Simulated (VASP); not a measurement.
# CdSe (Fm-3m) in VASP: single point with PBEsol

Aim: the single point of CdSe with PBEsol.

All numbers are computed with VASP 6.6.1; they aren't measurements. Logs are shortened: lines on timing, memory, paths and dates and some standing lists are left out, and cuts for length are marked.

### 1 The cell of the first run

The structure is cubic, space group Fm-3m (No. 225). The conventional cell has a = 5.748 Å, b = 5.748 Å, c = 5.748 Å, α = 90.00°, β = 90.00°, γ = 90.00°. Cd (site symmetry m-3m) has 6 Se at 2.87 Å within 3.8 Å. Within 3.8 Å of Se (site symmetry m-3m) lie 6 Cd at 2.87 Å.

### 2 Single point, PBEsol

Contents of INCAR:

```
SYSTEM = CdSe
  ALGO = Normal
  EDIFF = 1E-6
  ENCUT = 520
  GGA = PS
  ISIF = 2
  ISMEAR = 0
  LASPH = .TRUE.
  LCHARG = .FALSE.
  LREAL = .FALSE.
  LWAVE = .FALSE.
  NBANDS = 16
  NELM = 60
  PREC = Accurate
  SIGMA = 0.15
```

Contents of KPOINTS:

```
k-points
0
G
  14 14 14
  0 0 0
```

Contents of POSCAR:

```
CdSe
1.0
    0.0000000000      2.8739580000      2.8739580000
    2.8739580000      0.0000000000      2.8739580000
    2.8739580000      2.8739580000      0.0000000000
Cd Se
1 1
Direct
    0.0000000000      0.0000000000      0.0000000000
    0.5000000000      0.5000000000      0.5000000000
```

Potentials or basis: VASP PAW PBE potentials, release 64 (Cd, Se).

On the command line:

```console
$ cat potpaw_PBE.64/Cd/POTCAR potpaw_PBE.64/Se/POTCAR > POTCAR
$ mpirun -np 1 vasp_std > vasp.out
```

OUTCAR:

```text
SYSTEM = CdSe
   EDIFF = 1E-6
   ENCUT = 520
   GGA = PS
   ISIF = 2
   ISMEAR = 0
   LASPH = .TRUE.
   LREAL = .FALSE.
   NELM = 60
   PREC = Accurate

 ion  position               nearest neighbor table
   1  0.000  0.000  0.000-   2 2.87   2 2.87   2 2.87   2 2.87   2 2.87   2 2.87
   2  0.500  0.500  0.500-   1 2.87   1 2.87   1 2.87   1 2.87   1 2.87   1 2.87

  LATTYP: Found a face centered cubic cell.
 ALAT       =     5.7479160000

  Lattice vectors:

 A1 = (   0.0000000000,   2.8739580000,   2.8739580000)
 A2 = (   2.8739580000,   0.0000000000,   2.8739580000)
 A3 = (   2.8739580000,   2.8739580000,   0.0000000000)

Analysis of symmetry for initial positions (statically):
=====================================================================
 Subroutine PRICEL returns:
 Original cell was already a primitive cell.

 Routine SETGRP: Setting up the symmetry group for a
 face centered cubic supercell.

 Subroutine GETGRP returns: Found 48 space group operations
 (whereof 48 operations were pure point group operations)
 out of a pool of 48 trial point group operations.

The static configuration has the point symmetry O_h .

Analysis of symmetry for dynamics (positions and initial velocities):
=====================================================================
 Subroutine PRICEL returns:
 Original cell was already a primitive cell.

 Routine SETGRP: Setting up the symmetry group for a
 face centered cubic supercell.

 Subroutine GETGRP returns: Found 48 space group operations
 (whereof 48 operations were pure point group operations)
 out of a pool of 48 trial point group operations.

The dynamic configuration has the point symmetry O_h .

 Subroutine INISYM returns: Found 48 space group operations
 (whereof 48 operations are pure point group operations),
 and found     1 'primitive' translations

----------------------------------------------------------------------------------------

                                     Primitive cell

  volume of cell :      47.4757

  direct lattice vectors                    reciprocal lattice vectors
     0.000000000  2.873958000  2.873958000    -0.173976098  0.173976098  0.173976098
     2.873958000  0.000000000  2.873958000     0.173976098 -0.173976098  0.173976098
     2.873958000  2.873958000  0.000000000     0.173976098  0.173976098 -0.173976098

  length of vectors
     4.064390381  4.064390381  4.064390381     0.301335442  0.301335442  0.301335442

  position of ions in fractional coordinates (direct lattice)
[... 73 lines left out ...]
   ISPIN  =      1    spin polarized calculation?
   LNONCOLLINEAR =      F non collinear calculations
   LSORBIT =      F    spin-orbit coupling
   LASPH  =      T    aspherical Exc in radial PAW
   ENCUT  =  520.0 eV  38.22 Ry    6.18 a.u.   7.56  7.56  7.56*2*pi/ulx,y,z
   NELM   =     60;   NELMIN=  2; NELMDL= -5     # of ELM steps
   EDIFF  = 0.1E-05   stopping-criterion for ELM
   LREAL  =      F    real-space projection
[... 7 lines left out ...]
   TEBEG  =    0.0;   TEEND  =   0.0 temperature during run
   PSTRESS=    0.0 pullay stress
   NELECT =      18.0000    total number of electrons
   NUPDOWN=      -1.0000    fix difference up-down
   EMIN   =  10.00;   EMAX   =-10.00  energy-range for DOS
   EFERMI =   0.00;   METHOD = LEGACY
   ISMEAR =     0;   SIGMA  =   0.15  broadening in eV -4-tet -1-fermi 0-gaus
   EFERMI_NEDOS =   21; number of points for ismear=-14 and -15
   IALGO  =     38    algorithm
   IMIX   =      4    mixing-type and parameters
     AMIX     =   0.40;   BMIX     =  1.00
     AMIX_MAG =   1.60;   BMIX_MAG =  1.00
  volume/ion in A,a.u.               =      23.74       160.19
  Fermi-wavevector in a.u.,A,eV,Ry     =   1.184882  2.239103 19.101849  1.403946
  Thomas-Fermi vector in A             =   2.321088
   LORBIT       =      0    0 simple, 1 ext, 2 COOP (PROOUT), +10 PAW based schemes
   GGA     = PS    functional components
   LHFCALC =     F    Hartree Fock is set to
   AEXX    =    0.0000 exact exchange contribution
   IVDW    =     0    specifies the selected vdW correction
   LEPSILON=     F    determine dielectric tensor
   LRPA    =     F    only Hartree local field effects (RPA)
 non-spin polarized calculation
 Gauss-broadening in eV      SIGMA  =   0.15
  energy-cutoff  :      520.00
  volume of cell :       47.48
 maximum number of plane-waves:      1299
   NGX = 15   NGY = 15   NGZ = 15

 number of electron      18.0000008 magnetization

 Free energy of the ion-electron system (eV)
  ---------------------------------------------------
  ext. energy  EPLUGINS =         0.00000000
  ---------------------------------------------------
  free energy    TOTEN  =        -5.96349111 eV

  energy without entropy =       -5.95880368  energy(sigma->0) =       -5.96114740

 E-fermi :   2.1698     XC(G=0): -10.1893

 val. band max:        2.1080112713   @ k =  -0.2143   0.1429   0.0000
 cond. band min:       2.2270302061   @ k =  -0.4286   0.5000   0.0714
 fundamental gap:      0.1190189348
 Fermi energy:         2.1698362781

 k-point     1 :       0.0000    0.0000    0.0000
  band No.  band energies     occupation
      1     -10.7912      2.00000
      2      -5.7381      2.00000
      3      -5.7381      2.00000
      4      -5.7197      2.00000
      5      -5.7197      2.00000
      6      -5.7197      2.00000
[... 433 lines left out ...]
      3      -5.7747      2.00000
      4      -5.7607      2.00000
      5      -5.6546      2.00000
      6      -5.6299      2.00000
[... 8 lines left out ...]
     15      13.4558      0.00000
     16      13.7285      0.00000

 [... further k-points ...]

------------------------ aborting loop because EDIFF is reached ----------------------------------------

  FORCE on cell =-STRESS in cart. coord.  units (eV):
  Direction    XX          YY          ZZ          XY          YZ          ZX
  --------------------------------------------------------------------------------------
  -------------------------------------------------------------------------------------
  Total       -1.0459614     -1.0459614     -1.0459614      0.0000000      0.0000000      0.0000000
  in kB      -35.2983986    -35.2983986    -35.2983986      0.0000000      0.0000000      0.0000000
  external PRESSURE =     -35.2983986 kB  Pullay stress =       0.0000000 kB

 VOLUME and BASIS-vectors are now :
 -----------------------------------------------------------------------------
  energy-cutoff  :      520.00
  volume of cell :       47.48
      direct lattice vectors                 reciprocal lattice vectors
     0.000000000  2.873958000  2.873958000    -0.173976098  0.173976098  0.173976098
     2.873958000  0.000000000  2.873958000     0.173976098 -0.173976098  0.173976098
     2.873958000  2.873958000  0.000000000     0.173976098  0.173976098 -0.173976098

 POSITION                                       TOTAL-FORCE (eV/Angst)
 -----------------------------------------------------------------------------------
      0.00000      0.00000      0.00000         0.000000      0.000000      0.000000
      2.87396      2.87396      2.87396         0.000000      0.000000     -0.000000
 -----------------------------------------------------------------------------------
    total drift:                               -0.000000      0.000000      0.000000

  FREE ENERGIE OF THE ION-ELECTRON SYSTEM (eV)
  ---------------------------------------------------
  free  energy   TOTEN  =        -5.9634911074 eV

  energy  without entropy=       -5.9588036843  energy(sigma->0) =       -5.96114740
```

stdout:

```text
POSCAR found type information on POSCAR CdSe
 POSCAR found :  2 types and       2 ions
 scaLAPACK will be used
 -----------------------------------------------------------------------------
|                                                                             |
|                                                                             |
|     You enforced a specific xc type in the INCAR file but a different       |
|     I HOPE YOU KNOW WHAT YOU ARE DOING!                                     |
|                                                                             |
 -----------------------------------------------------------------------------

 LDA part: xc-table for (Slater+PW92), standard interpolation
 POSCAR, INCAR and KPOINTS ok, starting setup
 FFT: planning ... GRIDC
 FFT: planning ... GRID_SOFT
 FFT: planning ... GRID
 WAVECAR not read
 entering main loop
```

Run time: 1.9 min. Hardware: 1 thread of Intel Xeon Platinum 8488C (Sapphire Rapids), shared host; peak memory 0.22 GiB.

Results:

```yaml
Free_energy: -5.9635 eV
Pressure: -3.5 GPa
Band_gap_on_the_k_mesh: zero (band 9 reaches 2.11 eV, above the bottom of band 10 at 1.59 eV)
```

Caveat: the PAW data sets were made with another functional, which shifts forces and pressure a little.
